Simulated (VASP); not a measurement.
Set up this calculation in VASP 6.6.1, as the native input.

* Task: single point
* Functional: PBEsol
* Potentials or basis: VASP PAW PBE potentials, release 64 (B, N)
* Cutoff: 520 eV
* k mesh: 12 × 12 × 4
* Occupations: gaussian, width 0.05 eV
* Spin: no spin polarisation
* Dipole correction: no
* Further INCAR settings: ALGO = Normal; EDIFF = 1e-06; NBANDS = 16

The structure of BN lies in POSCAR:

```
BN
1.0
    2.5043488457      0.0000000000      0.0000000000
   -1.2521744229      2.1688297203      0.0000000000
    0.0000000000      0.0000000000      7.0190956742
B N
2 2
Direct
    0.3072767814      0.7115026864      0.2679743068
    0.6172621475      0.2645859257      0.7282184426
    0.3440616715      0.6712399771      0.7430774134
    0.7313993996      0.3526714108      0.2607298372
```

This cell differs from its parent crystal: atoms moved at random.

The input as run:

INCAR

```
SYSTEM = BN
ALGO = Normal
EDIFF = 1E-6
ENCUT = 520
GGA = PS
ISIF = 2
ISMEAR = 0
LASPH = .True.
LCHARG = .False.
LREAL = .False.
LWAVE = .False.
NBANDS = 16
NELM = 60
PREC = Accurate
SIGMA = 0.05
```

KPOINTS

```
k-points
0
Gamma
  12 12 4
  0 0 0
```

Potentials or basis: VASP PAW PBE potentials, release 64 (B, N).

Run with:

```bash
$ cat potpaw_PBE.64/B/POTCAR potpaw_PBE.64/N/POTCAR > POTCAR
$ mpirun -np 1 vasp_std > vasp.out
```

It gave:

```yaml
Pressure: 16.2 GPa
Largest_force: 9.369 eV/Å
Band_gap_on_the_k_mesh: 2.08 eV (least direct gap 3.26 eV)
```

Caveat: the cell differs from its parent crystal (atoms moved at random); the cell stands under pressure; the PAW data sets were made with another functional, which shifts forces and pressure a little.

Wall time 4.3 min on 1 thread of Intel Xeon 8259CL, on a shared host, peak memory 0.27 GiB.
